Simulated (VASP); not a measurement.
A run of VASP 6.6.1:

Contents of INCAR:

```
PREC = Accurate ; ENCUT = 400
EDIFF = 1E-6 ; ISMEAR = 0
SIGMA = 0.05 ; LREAL = False
LASPH = True ; NELM = 120
ALGO = Normal ; ISIF = 2
LWAVE = False ; LCHARG = False
GGA = PE ; IVDW = 12
NBANDS = 78 ; NELECT = 120.0
GGA_COMPAT = False
```

The input KPOINTS:

```
Automatic mesh
0
Gamma
  4 4 2
```

POSCAR

```
Si8S15
1.0
    5.4113830413      0.0000000000      5.5267872967
    5.4113830413      0.0000000000     -5.5267872967
    0.0000000000      9.5632436157      0.0000000000
Si S
8 15
Direct
    0.3757516614      0.6265184128     -0.0012133298
    0.3230428315      0.1769571685      0.5000000000
    0.8734815872      0.1242483386      0.0012133298
    0.8916020949      0.6083979051      0.5000000000
    0.1265184128      0.8757516614     -0.0012133298
    0.1083979051      0.3916020949      0.5000000000
    0.6242483386      0.3734815872      0.0012133298
    0.6769571685      0.8230428315      0.5000000000
    0.3948676196      0.3943907280      0.8767313789
    0.8846293052      0.3846293052      0.3750697030
    0.8943907280      0.8948676196      0.8767313789
    0.1056092720      0.1051323804      0.1232686211
    0.1153706948      0.6153706948      0.6249302970
    0.6051323804      0.6056092720      0.1232686211
    0.5000000000      0.0000000000      0.5000000000
    0.3599061181      0.8599061181      0.8787629604
    0.3439560082      0.3857931430      0.3731852928
    0.8581946142      0.3581946142      0.8820348697
    0.8857931430      0.8439560082      0.3731852928
    0.1142068570      0.1560439918      0.6268147072
    0.1418053858      0.6418053858      0.1179651303
    0.6560439918      0.6142068570      0.6268147072
    0.6400938819      0.1400938819      0.1212370396
```

Potentials or basis: VASP PAW PBE potentials, release 64 (Si, S).

Run with:

```bash
$ cat potpaw_PBE.64/Si/POTCAR potpaw_PBE.64/S/POTCAR > POTCAR
$ mpirun -np 1 vasp_std > vasp.out
```

Hardware: 1 thread of Oxide Virtual Turin-like Processor, with other jobs on the host.

Problem. Estimate the wall time of this run.

Solution. Wall time 18 min on 1 thread of Oxide Virtual Turin-like Processor, on a shared host, peak memory 0.53 GiB. Counts: scf iterations 17, k points 14.
